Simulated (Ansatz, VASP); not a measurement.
Two plane-wave programs on CdSe

Contents of INCAR:

```
  ALGO = Normal
  EDIFF = 1E-6
  ENCUT = 500
  GGA = PE
  GGA_COMPAT = F
  ISIF = 2
  ISMEAR = 0
  LASPH = T
  LCHARG = F
  LREAL = F
  LWAVE = F
  NBANDS = 16
  NELM = 120
  PREC = Accurate
  SIGMA = 0.01
```

Contents of KPOINTS:

```
k-points
0
Gamma
  6 6 6
```

File POSCAR:

```
CdSe
1.0
    0.0000000000      3.1292977070      3.1292977070
    3.1292977070      0.0000000000      3.1292977070
    3.1292977070      3.1292977070      0.0000000000
Cd Se
1 1
Direct
    0.0000000000      0.0000000000      0.0000000000
    0.7500000000      0.7500000000      0.7500000000
```

Input for Ansatz:

```yaml
crystal:
  lattice:
    - [0.0, 3.129297707, 3.129297707]
    - [3.129297707, 0.0, 3.129297707]
    - [3.129297707, 3.129297707, 0.0]
  atoms:
    - { symbol: Cd, position: [0.0, 0.0, 0.0] }
    - { symbol: Se, position: [0.75, 0.75, 0.75] }
kpoints:
  mp_grid: { grid: [6, 6, 6] }
hamiltonian:
  xc: pbe
scf:
  occupations: { method: fixed }
  n_extra_bands: 4
output:
  forces: true
  stress: true
  eigenvalues: true
```

Alike in both runs: task single point; functional PBE; k mesh 6 × 6 × 6; no spin polarisation.

```csv
,VASP,Ansatz
version,VASP 6.6.1,Ansatz 0.2.0
potentials or method,"VASP PAW PBE potentials, release 64 (Cd, Se)","plane waves, PAW"
plane-wave cutoff (eV),500,420
occupations,"gaussian, width 0.01 eV",fixed
valence electrons in the cell,18,36
```

```csv
,VASP,Ansatz,Ansatz less VASP
gap on the k mesh at the Fermi level (eV),0.43,0.43,+0.002
pressure (GPa),-1.0,-1.3,-0.21
```

VASP's potentials hold 18 valence electrons a cell and Ansatz's 36, so a difference there can come from the potentials and not from the codes.
